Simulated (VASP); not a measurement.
# CaO (Immm) in VASP: a series of runs, part 2 of 3

VASP 6.6.1.

### Step 3. Single point, PBE (strain +0.0150 x Voigt [0, 0, 0, 0, 0, 1])

Contents of INCAR:

```
ALGO     = Normal         # electronic algorithm
EDIFF    = 1E-6           # SCF threshold, eV
ENCUT    = 520            # plane-wave cutoff, eV
GGA      = PE             # functional
ISIF     = 2              # what is computed and relaxed
ISMEAR   = 0              # smearing method
LASPH    = True           # aspherical terms in the spheres
LCHARG   = False          # write CHGCAR
LREAL    = False          # projectors in reciprocal space
LWAVE    = False          # write WAVECAR
NBANDS   = 15             # bands
NELM     = 60             # most SCF steps
PREC     = Accurate       # precision mode
SIGMA    = 0.05           # smearing width, eV
```

Contents of KPOINTS:

```
k-points
0
Gamma
  8 8 8
```

Contents of POSCAR:

```
CaO
1.0
    0.0183675000      2.4490000000      2.4490000000
    2.4490000000      0.0183675000      2.4490000000
    2.4673675000      2.4673675000      0.0000000000
Ca O
1 1
Direct
    0.0000000000      0.0000000000      0.0000000000
    0.5000000000      0.5000000000      0.5000000000
```

Potentials or basis: VASP PAW PBE potentials, release 64 (Ca_sv, O).

Run with:

```
$ cat potpaw_PBE.64/Ca_sv/POTCAR potpaw_PBE.64/O/POTCAR > POTCAR
$ mpirun -np 1 vasp_std > vasp.out
```

OUTCAR:

```text
EDIFF = 1E-6
   ENCUT = 520
   GGA = PE
   ISIF = 2
   ISMEAR = 0
   LASPH = True
   LREAL = False
   NELM = 60
   PREC = Accurate

 ion  position               nearest neighbor table
   1  0.000  0.000  0.000-   2 2.45   2 2.45   2 2.45   2 2.45   2 2.45   2 2.45
   2  0.500  0.500  0.500-   1 2.45   1 2.45   1 2.45   1 2.45   1 2.45   1 2.45

  LATTYP: Found a body centered orthorhombic cell.
 ALAT       =     3.4374334466
 B/A-ratio  =     1.0151133501
 C/A-ratio  =     1.4249003147

  Lattice vectors:

 A1 = (   2.4490000000,   0.0183675000,  -2.4490000000)
 A2 = (  -2.4490000000,  -0.0183675000,  -2.4490000000)
 A3 = (   0.0183675000,   2.4490000000,   2.4490000000)

Analysis of symmetry for initial positions (statically):
=====================================================================
 Subroutine PRICEL returns:
 Original cell was already a primitive cell.

 Routine SETGRP: Setting up the symmetry group for a
 body centered orthorhombic supercell.

 Subroutine GETGRP returns: Found  8 space group operations
 (whereof  8 operations were pure point group operations)
 out of a pool of  8 trial point group operations.

The static configuration has the point symmetry D_2h.

Analysis of symmetry for dynamics (positions and initial velocities):
=====================================================================
 Subroutine PRICEL returns:
 Original cell was already a primitive cell.

 Routine SETGRP: Setting up the symmetry group for a
 body centered orthorhombic supercell.

 Subroutine GETGRP returns: Found  8 space group operations
 (whereof  8 operations were pure point group operations)
 out of a pool of  8 trial point group operations.

The dynamic configuration has the point symmetry D_2h.

 Subroutine INISYM returns: Found  8 space group operations
 (whereof  8 operations are pure point group operations),
 and found     1 'primitive' translations

----------------------------------------------------------------------------------------

                                     Primitive cell

  volume of cell :      29.3746

  direct lattice vectors                    reciprocal lattice vectors
     0.018367500  2.449000000  2.449000000    -0.205707774  0.205707774  0.204164965
     2.449000000  0.018367500  2.449000000     0.205707774 -0.205707774  0.204164965
     2.467367500  2.467367500  0.000000000     0.202645127  0.202645127 -0.204164965

  length of vectors
     3.463457718  3.463457718  3.489384582     0.355407807  0.355407807  0.351871323

  position of ions in fractional coordinates (direct lattice)
     0.000000000  0.000000000  0.000000000
     0.500000000  0.500000000  0.500000000

  ion indices of the primitive-cell ions
   primitive index   ion index
                 1           1
                 2           2

----------------------------------------------------------------------------------------

 KPOINTS: k-points

Automatic generation of k-mesh.
 Grid dimensions read from file:
 generate k-points for:    8    8    8

 Generating k-lattice:

  Cartesian coordinates                     Fractional coordinates (reciprocal lattice)
    -0.025713472  0.025713472  0.025520621     0.125000000  0.000000000  0.000000000
     0.025713472 -0.025713472  0.025520621     0.000000000  0.125000000  0.000000000
     0.025330641  0.025330641 -0.025520621     0.000000000  0.000000000  0.125000000

  Length of vectors
     0.044425976  0.044425976  0.043983915

  Shift w.r.t. Gamma in fractional coordinates (k-lattice)
     0.000000000  0.000000000  0.000000000

 Subroutine IBZKPT returns following result:
 ===========================================

 Found     95 irreducible k-points:

 Following reciprocal coordinates:
            Coordinates               Weight
  0.000000  0.000000  0.000000      1.000000
  0.125000  0.000000  0.000000      4.000000
  0.250000  0.000000  0.000000      4.000000
  0.375000  0.000000  0.000000      4.000000
  0.500000  0.000000  0.000000      2.000000
  0.125000  0.125000  0.000000      2.000000
[... 16 lines left out ...]
  0.125000 -0.000000  0.125000      4.000000
  0.250000 -0.000000  0.125000      8.000000
 [... further k-points ...]
   k-points           NKPTS =     95   k-points in BZ     NKDIM =     95   number of bands    NBANDS=     15
   number of dos      NEDOS =    301   number of ions     NIONS =      2
   total plane-waves  NPLWV =  21952
   dimension x,y,z NGX =    28 NGY =   28 NGZ =   28
   dimension x,y,z NGXF=    56 NGYF=   56 NGZF=   56
   ions per type =               1   1
   NGX,Y,Z   is equivalent  to a cutoff of  13.44, 13.44, 13.34 a.u.
   NGXF,Y,Z  is equivalent  to a cutoff of  26.88, 26.88, 26.68 a.u.
 SYSTEM =  unknown system
   PREC   = accura    normal or accurate (medium, high low for compatibility)
   ISTART =      0    job   : 0-new  1-cont  2-samecut
   ICHARG =      2    charge: 1-file 2-atom 10-const
   ISPIN  =      1    spin polarized calculation?
   LNONCOLLINEAR =      F non collinear calculations
   LSORBIT =      F    spin-orbit coupling
   LASPH  =      T    aspherical Exc in radial PAW
   ENCUT  =  520.0 eV  38.22 Ry    6.18 a.u.   6.44  6.44  6.49*2*pi/ulx,y,z
   NELM   =     60;   NELMIN=  2; NELMDL= -5     # of ELM steps
   EDIFF  = 0.1E-05   stopping-criterion for ELM
   LREAL  =      F    real-space projection
   EDIFFG = 0.1E-04   stopping-criterion for IOM
   NSW    =      0    number of steps for IOM
   IBRION =     -1    ionic relax: 0-MD 1-quasi-New 2-CG
   NFREE  =      0    steps in history (QN), initial steepest desc. (CG)
   ISIF   =      2    stress and relaxation
   ISYM   =      2    0-nonsym 1-usesym 2-fastsym
   POTIM  = 0.5000    time-step for ionic-motion
   TEBEG  =    0.0;   TEEND  =   0.0 temperature during run
   PSTRESS=    0.0 pullay stress
   NELECT =      16.0000    total number of electrons
   NUPDOWN=      -1.0000    fix difference up-down
   EMIN   =  10.00;   EMAX   =-10.00  energy-range for DOS
   EFERMI =   0.00;   METHOD = LEGACY
   ISMEAR =     0;   SIGMA  =   0.05  broadening in eV -4-tet -1-fermi 0-gaus
   EFERMI_NEDOS =   21; number of points for ismear=-14 and -15
   IALGO  =     38    algorithm
   IMIX   =      4    mixing-type and parameters
     AMIX     =   0.40;   BMIX     =  1.00
     AMIX_MAG =   1.60;   BMIX_MAG =  1.00
  volume/ion in A,a.u.               =      14.69        99.11
  Fermi-wavevector in a.u.,A,eV,Ry     =   1.336978  2.526522 24.320544  1.787510
  Thomas-Fermi vector in A             =   2.465562
   LORBIT       =      0    0 simple, 1 ext, 2 COOP (PROOUT), +10 PAW based schemes
   GGA     = PE    functional components
   LHFCALC =     F    Hartree Fock is set to
   AEXX    =    0.0000 exact exchange contribution
   IVDW    =     0    specifies the selected vdW correction
   LEPSILON=     F    determine dielectric tensor
   LRPA    =     F    only Hartree local field effects (RPA)
 non-spin polarized calculation
 Gauss-broadening in eV      SIGMA  =   0.05
  energy-cutoff  :      520.00
  volume of cell :       29.37
 maximum number of plane-waves:       809
 NGX is ok and might be reduce to    28
   NGX = 13   NGY = 13   NGZ = 13

 number of electron      16.0000004 magnetization

 Free energy of the ion-electron system (eV)
  ---------------------------------------------------
  ext. energy  EPLUGINS =         0.00000000
  ---------------------------------------------------
  free energy    TOTEN  =       -12.79340969 eV

  energy without entropy =      -12.79340969  energy(sigma->0) =      -12.79340969

 E-fermi :   2.3372     XC(G=0): -10.2031

 val. band max:        2.0655161179   @ k =   0.0000   0.0000   0.0000
 cond. band min:       5.6821462121   @ k =   0.5000   0.5000   0.0000
 fundamental gap:      3.6166300943
 Fermi energy:         2.3372319526

 k-point     1 :       0.0000    0.0000    0.0000
  band No.  band energies     occupation
      1     -35.8367      2.00000
      2     -16.6374      2.00000
      3     -16.6369      2.00000
      4     -16.6361      2.00000
      5     -13.3842      2.00000
      6       2.0156      2.00000
      7       2.0396      2.00000
      8       2.0655      2.00000
      9       6.3061      0.00000
     10       8.0507      0.00000
     11       8.1197      0.00000
     12       8.1901      0.00000
     13       9.5289      0.00000
     14       9.5295      0.00000
[... 401 lines left out ...]
      2     -17.0327      2.00000
      3     -16.6922      2.00000
      4     -16.6762      2.00000
      5     -12.9443      2.00000
      6       0.6453      2.00000
      7       1.5800      2.00000
      8       1.6853      2.00000
      9       7.4332      0.00000
     10       8.0350      0.00000
     11       9.1697      0.00000
     12       9.2949      0.00000
     13      10.1157      0.00000
     14      11.0317      0.00000
     15      17.9415      0.00000

 [... further k-points ...]
[... 5 lines left out ...]
  --------------------------------------------------------------------------------------
  -------------------------------------------------------------------------------------
  Total       -0.6508613     -0.6508613     -0.6547041     -0.2037943      0.0000000      0.0000000
  in kB      -35.4998985    -35.4998985    -35.7094968    -11.1155407      0.0000000      0.0000000
  external PRESSURE =     -35.5697646 kB  Pullay stress =       0.0000000 kB

 VOLUME and BASIS-vectors are now :
 -----------------------------------------------------------------------------
  energy-cutoff  :      520.00
  volume of cell :       29.37
      direct lattice vectors                 reciprocal lattice vectors
     0.018367500  2.449000000  2.449000000    -0.205707774  0.205707774  0.204164965
     2.449000000  0.018367500  2.449000000     0.205707774 -0.205707774  0.204164965
     2.467367500  2.467367500  0.000000000     0.202645127  0.202645127 -0.204164965

 POSITION                                       TOTAL-FORCE (eV/Angst)
 -----------------------------------------------------------------------------------
      0.00000      0.00000      0.00000         0.000000      0.000000      0.000000
      2.46737      2.46737      2.44900         0.000000     -0.000000      0.000000
 -----------------------------------------------------------------------------------
    total drift:                                0.000000      0.000000      0.000000

  FREE ENERGIE OF THE ION-ELECTRON SYSTEM (eV)
  ---------------------------------------------------
  free  energy   TOTEN  =       -12.7934096878 eV

  energy  without entropy=      -12.7934096878  energy(sigma->0) =      -12.79340969
```

It took 29 s on 1 thread of Intel Xeon Platinum 8488C (Sapphire Rapids), shared host; peak memory 0.18 GiB.

What came out:

```
Free energy            : -12.7934 eV
Pressure               : -3.6 GPa
Band gap on the k mesh : 3.62 eV, indirect (least direct gap 3.99 eV)
```

Stress tensor (GPa, compression positive):
```
-3.55 -1.11  0.00
-1.11 -3.55  0.00
 0.00  0.00 -3.57
```

Caveat: the cell differs from its parent crystal (strain +0.0150 x Voigt [0, 0, 0, 0, 0, 1]).

### Step 4. Single point, PBE (strain -0.0100 x Voigt [0, 0, 0, 0, 0, 1])

Contents of INCAR:

```
SYSTEM = CaO
  ALGO = Normal
  EDIFF = 1E-7
  ENCUT = 520
  GGA = PE
  ISIF = 2
  ISMEAR = 0
  LASPH = .TRUE.
  LCHARG = .FALSE.
  LREAL = .FALSE.
  LWAVE = .FALSE.
  NBANDS = 15
  NELM = 60
  PREC = Accurate
  SIGMA = 0.05
```

Contents of KPOINTS:

```
k-points
0
G
  8 8 8
  0 0 0
```

Contents of POSCAR:

```
CaO
1.0
   -0.0122450000      2.4490000000      2.4490000000
    2.4490000000     -0.0122450000      2.4490000000
    2.4367550000      2.4367550000      0.0000000000
Ca O
1 1
Direct
    0.0000000000      0.0000000000      0.0000000000
    0.5000000000      0.5000000000      0.5000000000
```

Potentials or basis: VASP PAW PBE potentials, release 64 (Ca_sv, O).

Run with:

```
$ cat potpaw_PBE.64/Ca_sv/POTCAR potpaw_PBE.64/O/POTCAR > POTCAR
$ mpirun -np 1 vasp_std > vasp.out
```

OUTCAR:

```text
SYSTEM = CaO
   EDIFF = 1E-7
   ENCUT = 520
   GGA = PE
   ISIF = 2
   ISMEAR = 0
   LASPH = .TRUE.
   LREAL = .FALSE.
   NELM = 60
   PREC = Accurate

 ion  position               nearest neighbor table
   1  0.000  0.000  0.000-   2 2.45   2 2.45   2 2.45   2 2.45   2 2.45   2 2.45
   2  0.500  0.500  0.500-   1 2.45   1 2.45   1 2.45   1 2.45   1 2.45   1 2.45

  LATTYP: Found a body centered orthorhombic cell.
 ALAT       =     3.4460919692
 B/A-ratio  =     1.0100502513
 C/A-ratio  =     1.4213201632

  Lattice vectors:

 A1 = (   0.0122450000,  -2.4490000000,  -2.4490000000)
 A2 = (  -0.0122450000,   2.4490000000,  -2.4490000000)
 A3 = (   2.4490000000,  -0.0122450000,   2.4490000000)

Analysis of symmetry for initial positions (statically):
=====================================================================
 Subroutine PRICEL returns:
 Original cell was already a primitive cell.

 Routine SETGRP: Setting up the symmetry group for a
 body centered orthorhombic supercell.

 Subroutine GETGRP returns: Found  8 space group operations
 (whereof  8 operations were pure point group operations)
 out of a pool of  8 trial point group operations.

The static configuration has the point symmetry D_2h.

Analysis of symmetry for dynamics (positions and initial velocities):
=====================================================================
 Subroutine PRICEL returns:
 Original cell was already a primitive cell.

 Routine SETGRP: Setting up the symmetry group for a
 body centered orthorhombic supercell.

 Subroutine GETGRP returns: Found  8 space group operations
 (whereof  8 operations were pure point group operations)
 out of a pool of  8 trial point group operations.

The dynamic configuration has the point symmetry D_2h.

 Subroutine INISYM returns: Found  8 space group operations
 (whereof  8 operations are pure point group operations),
 and found     1 'primitive' translations

----------------------------------------------------------------------------------------

                                     Primitive cell
[... 117 lines left out ...]
   LHFCALC =     F    Hartree Fock is set to
   AEXX    =    0.0000 exact exchange contribution
   IVDW    =     0    specifies the selected vdW correction
   LEPSILON=     F    determine dielectric tensor
   LRPA    =     F    only Hartree local field effects (RPA)
 non-spin polarized calculation
 Gauss-broadening in eV      SIGMA  =   0.05
  energy-cutoff  :      520.00
  volume of cell :       29.38
 maximum number of plane-waves:       817
 NGX is ok and might be reduce to    28
   NGX = 13   NGY = 13   NGZ = 13

 number of electron      16.0000005 magnetization

 Free energy of the ion-electron system (eV)
  ---------------------------------------------------
  ext. energy  EPLUGINS =         0.00000000
  ---------------------------------------------------
  free energy    TOTEN  =       -12.79422998 eV

  energy without entropy =      -12.79422998  energy(sigma->0) =      -12.79422998

 E-fermi :   2.3370     XC(G=0): -10.2031

 val. band max:        2.0554535587   @ k =   0.0000   0.0000   0.0000
 cond. band min:       5.6824300170   @ k =   0.5000   0.5000   0.0000
 fundamental gap:      3.6269764583
 Fermi energy:         2.3370256947

 k-point     1 :       0.0000    0.0000    0.0000
  band No.  band energies     occupation
      1     -35.8358      2.00000
      2     -16.6365      2.00000
      3     -16.6362      2.00000
      4     -16.6357      2.00000
      5     -13.3855      2.00000
      6       2.0222      2.00000
      7       2.0384      2.00000
      8       2.0555      2.00000
      9       6.3067      0.00000
     10       8.0738      0.00000
     11       8.1200      0.00000
     12       8.1667      0.00000
     13       9.5283      0.00000
     14       9.5286      0.00000
[... 401 lines left out ...]
      2     -17.0250      2.00000
      3     -16.6892      2.00000
      4     -16.6805      2.00000
      5     -12.9448      2.00000
      6       0.6443      2.00000
      7       1.5970      2.00000
      8       1.6907      2.00000
      9       7.4458      0.00000
     10       8.0177      0.00000
     11       9.1825      0.00000
     12       9.2682      0.00000
     13      10.1138      0.00000
     14      11.0309      0.00000
     15      17.8819      0.00000

 [... further k-points ...]
[... 5 lines left out ...]
  --------------------------------------------------------------------------------------
  -------------------------------------------------------------------------------------
  Total       -0.6472695     -0.6472695     -0.6489845      0.1358101      0.0000000      0.0000000
  in kB      -35.3028884    -35.3028884    -35.3964272      7.4072506      0.0000000      0.0000000
  external PRESSURE =     -35.3340680 kB  Pullay stress =       0.0000000 kB

 VOLUME and BASIS-vectors are now :
 -----------------------------------------------------------------------------
  energy-cutoff  :      520.00
  volume of cell :       29.38
      direct lattice vectors                 reciprocal lattice vectors
    -0.012245000  2.449000000  2.449000000    -0.203149219  0.203149219  0.204164965
     2.449000000 -0.012245000  2.449000000     0.203149219 -0.203149219  0.204164965
     2.436755000  2.436755000  0.000000000     0.205190920  0.205190920 -0.204164965

 POSITION                                       TOTAL-FORCE (eV/Angst)
 -----------------------------------------------------------------------------------
      0.00000      0.00000      0.00000         0.000000      0.000000     -0.000000
      2.43675      2.43675      2.44900        -0.000000     -0.000000      0.000000
 -----------------------------------------------------------------------------------
    total drift:                                0.000000      0.000000      0.000000

  FREE ENERGIE OF THE ION-ELECTRON SYSTEM (eV)
  ---------------------------------------------------
  free  energy   TOTEN  =       -12.7942299837 eV

  energy  without entropy=      -12.7942299837  energy(sigma->0) =      -12.79422998
```

OSZICAR:

```text
N       E                     dE             d eps       ncg     rms          rms(c)
DAV:   1     0.123972390509E+03    0.12397E+03   -0.83436E+03  2850   0.108E+03
DAV:   2    -0.902605593838E+01   -0.13300E+03   -0.12432E+03  3552   0.288E+02
DAV:   3    -0.143513729889E+02   -0.53253E+01   -0.52871E+01  3389   0.590E+01
DAV:   4    -0.145047958776E+02   -0.15342E+00   -0.15330E+00  4010   0.881E+00
DAV:   5    -0.145063250493E+02   -0.15292E-02   -0.15292E-02  3355   0.853E-01    0.857E+00
DAV:   6    -0.128860939198E+02    0.16202E+01   -0.53712E+00  3139   0.219E+01    0.377E+00
DAV:   7    -0.127976651015E+02    0.88429E-01   -0.42811E-01  3067   0.661E+00    0.183E+00
DAV:   8    -0.127947446293E+02    0.29205E-02   -0.78038E-02  3662   0.302E+00    0.407E-01
DAV:   9    -0.127935401247E+02    0.12045E-02   -0.41665E-03  2962   0.531E-01    0.114E-01
DAV:  10    -0.127942545385E+02   -0.71441E-03   -0.79672E-04  3508   0.248E-01    0.515E-02
DAV:  11    -0.127942291642E+02    0.25374E-04   -0.44525E-05  3596   0.821E-02    0.555E-03
DAV:  12    -0.127942298154E+02   -0.65115E-06   -0.86702E-06  3235   0.250E-02    0.484E-03
DAV:  13    -0.127942299248E+02   -0.10945E-06   -0.36299E-07  3622   0.724E-03    0.926E-04
DAV:  14    -0.127942299837E+02   -0.58822E-07   -0.54861E-08  2601   0.249E-03
   1 F= -.12794230E+02 E0= -.12794230E+02  d E =-.947609E-18
```

It took 35 s on 1 thread of Intel Xeon Platinum 8488C (Sapphire Rapids), shared host; peak memory 0.18 GiB.

Results:

```yaml
Free_energy: -12.7942 eV
Pressure: -3.5 GPa
Band_gap_on_the_k_mesh: 3.63 eV, indirect (least direct gap 4.00 eV)
```

Levels at points of the mesh, in eV from the valence-band top:
```tsv
k point	band 6	band 7	band 8	band 9	band 10	band 11
(0.00, 0.00, 0.00)	-0.03	-0.02	0.00	4.25	6.02	6.06
(0.50, 0.00, 0.00)	-2.53	-1.11	-1.08	6.76	7.98	8.04
(0.50, 0.50, 0.00)	-1.33	-0.42	-0.38	3.63	7.62	8.55
(0.00, 0.00, 0.50)	-2.52	-1.15	-1.11	6.78	8.02	8.06
(0.50, 0.00, 0.50)	-1.33	-0.40	-0.40	3.63	7.61	8.55
```

Caveat: the cell differs from its parent crystal (strain -0.0100 x Voigt [0, 0, 0, 0, 0, 1]).

(Part 2 of 3 ends here.)
